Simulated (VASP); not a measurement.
Wanted: the native input for a VASP 6.6.1 run.

```
Task                   : single point
Functional             : PBEsol
Potentials or basis    : VASP PAW PBE potentials, release 64 (Ag)
Cutoff                 : 520 eV
k mesh                 : 10 × 10 × 10
Occupations            : fermi-dirac, width 0.05 eV
Spin                   : no spin polarisation
Dipole correction      : no
Further INCAR settings : ALGO = Fast; EDIFF = 1e-06; NBANDS = 24
```

The structure of Ag lies in POSCAR:

```
Ag
1.0
    1.4828027268      0.8560965535      7.2523643044
   -1.4828027268      0.8560965535      7.2523643044
    0.0000000000     -1.7121931070      7.2523643044
Ag
3
Direct
    0.2222810000      0.2222810000      0.2222810000
    0.7777190000      0.7777190000      0.7777190000
    0.0000000000      0.0000000000      0.0000000000
```

One way to write it, as run:

INCAR

```
ALGO = Fast
EDIFF = 1E-6
ENCUT = 520
GGA = PS
ISIF = 2
ISMEAR = -1
LASPH = True
LCHARG = False
LREAL = False
LWAVE = False
NBANDS = 24
NELM = 80
PREC = Accurate
SIGMA = 0.05
```

KPOINTS

```
k-points
0
Gamma
  10 10 10
```

Potentials or basis: VASP PAW PBE potentials, release 64 (Ag).

Run with:

```bash
$ cat potpaw_PBE.64/Ag/POTCAR > POTCAR
$ mpirun -np 1 vasp_std > vasp.out
```

Results of the run:

```json
{
  "Pressure": "-8.6 GPa",
  "Band gap on the k mesh": "zero (an odd number of electrons rules out a gap without spin polarisation)"
}
```

Caveat: the cell stands under tension; the PAW data sets were made with another functional, which shifts forces and pressure a little.

Wall time 13 min on 1 thread of Intel(R) Xeon(R) Platinum 8488C (Sapphire Rapids) (shared host), peak memory 0.47 GiB.
